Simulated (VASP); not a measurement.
Input of a VASP 6.6.1 run:

Contents of INCAR:

```
SYSTEM = WC
PREC = Accurate ; ENCUT = 520
EDIFF = 1E-7 ; ISMEAR = -1
SIGMA = 0.24 ; LREAL = Auto
LASPH = .TRUE. ; NELM = 60
ALGO = Normal ; ISIF = 2
LWAVE = .FALSE. ; LCHARG = .FALSE.
GGA = PE ; NBANDS = 86
```

File KPOINTS:

```
regular mesh
0
G
  2 2 2
  0 0 0
```

Contents of POSCAR:

```
WC
1.0
   -3.0366230000     -5.2595860000      0.0000000000
    4.5549350000     -2.6297930000      0.0000000000
    0.0000000000      0.0000000000      5.9274080000
W C
8 8
Direct
    0.7422088768      0.4877146537     -0.0209197680
    0.7404587802      0.4707189373      0.5124668320
    0.5052037447      0.0212326435      0.0700306103
    0.4882042068     -0.0224169778      0.5437452593
    0.2673118543      0.4986515340      0.0471200903
    0.2385736477      0.5289775213      0.5088227434
    0.0091033878     -0.0224276402      0.0205148692
   -0.0022755412     -0.0152603628      0.5232641316
    0.4812652089      0.6648220013      0.3354417310
    0.5169639393      0.6741533278      0.7484384405
    0.2124999647      0.1691532986      0.2525218443
    0.2965638518      0.1883786735      0.7933822001
    0.0067199104      0.6496922205      0.2650062219
   -0.0005705635      0.6426364841      0.7176492659
    0.7712587847      0.1308080498      0.2727499102
    0.7725188598      0.1424715254      0.7655622829
```

Potentials or basis: VASP PAW PBE potentials, release 64 (W_sv, C).

The run is started by

```console
$ cat potpaw_PBE.64/W_sv/POTCAR potpaw_PBE.64/C/POTCAR > POTCAR
$ mpirun -np 1 vasp_std > vasp.out
```

Predict the pressure.

-17.9 GPa.

Estimate the band gap on the k mesh.

zero (bands 72 and 73 overlap by 0.18 eV).

Stress tensor (GPa, compression positive):
```
-16.48   0.40   0.91
  0.40 -18.57   3.21
  0.91   3.21 -18.73
```

Caveat: the k points lie up to 0.60 Å⁻¹ apart; spin-orbit coupling is left out, which moves the levels of the heavy elements; forces of over 1 eV/Å act on the atoms, so gaps and moduli don't describe the material at rest.
